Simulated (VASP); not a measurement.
Write the native input for VASP 6.6.1 that does the following.

* Task: single point
* Functional: PBE
* Potentials or basis: VASP PAW PBE potentials, release 64 (Sb, Mn_pv)
* Cutoff: 520 eV
* k mesh: 7 × 7 × 2
* Occupations: fermi-dirac, width 0.05 eV
* Spin: collinear spin, ferromagnetic start
* Starting moments: [0.0, 0.0, 0.0, 0.0, 3.0] μB
* Fixed moment: 3 μB
* Dipole correction: no
* Further INCAR settings: ALGO = Normal; EDIFF = 1e-06; NBANDS = 28

The structure of MnSb4 lies in POSCAR:

```
MnSb4
1.0
    3.0805000000      0.0000000000      0.0000000000
    0.0000000000      3.0805000000      0.0000000000
    0.0000000000      0.0000000000     14.9942030000
Sb Mn
4 1
Direct
    0.0000000000      0.0000000000      0.8196820000
    0.0000000000      0.0000000000      0.6005510000
    0.0000000000      0.0000000000      0.3994490000
    0.0000000000      0.0000000000      0.1803180000
    0.0000000000      0.0000000000      0.0000000000
```

These files were run (other wordings do the same):

INCAR

```
PREC = Accurate ; ENCUT = 520
EDIFF = 1E-6 ; ISMEAR = -1
SIGMA = 0.05 ; LREAL = F
LASPH = T ; NELM = 150
ALGO = Normal ; ISIF = 2
LWAVE = F ; LCHARG = F
ISPIN = 2 ; MAGMOM = 0 0 0 0 3
LORBIT = 11 ; NUPDOWN = 3.0
LMAXMIX = 4 ; GGA = PE
NBANDS = 28
```

KPOINTS

```
regular mesh
0
Gamma
  7 7 2
```

Potentials or basis: VASP PAW PBE potentials, release 64 (Sb, Mn_pv).

Launch:

```console
$ cat potpaw_PBE.64/Sb/POTCAR potpaw_PBE.64/Mn_pv/POTCAR > POTCAR
$ mpirun -np 1 vasp_std > vasp.out
```

Results of the run:

```
Pressure                                              : -0.8 GPa
Largest force                                         : 0.173 eV/Å
Net moment                                            : 3.00 μB per cell
Site moments                                          : Sb -0.11, -0.06 (each value once); Mn +3.53 μB
Valence electrons inside the program's atomic spheres : Sb 2.39, 2.37 (each value once); Mn 11.41
```

Caveat: the total moment is fixed, so each spin has its own Fermi level and the state may be an excited one; a cell with one magnetic atom can't hold antiferromagnetic order, which such compounds often take.

It took 99 s on 1 thread of Intel(R) Xeon(R) 6975P-C (Granite Rapids), with other jobs on the host, peak memory 0.35 GiB.
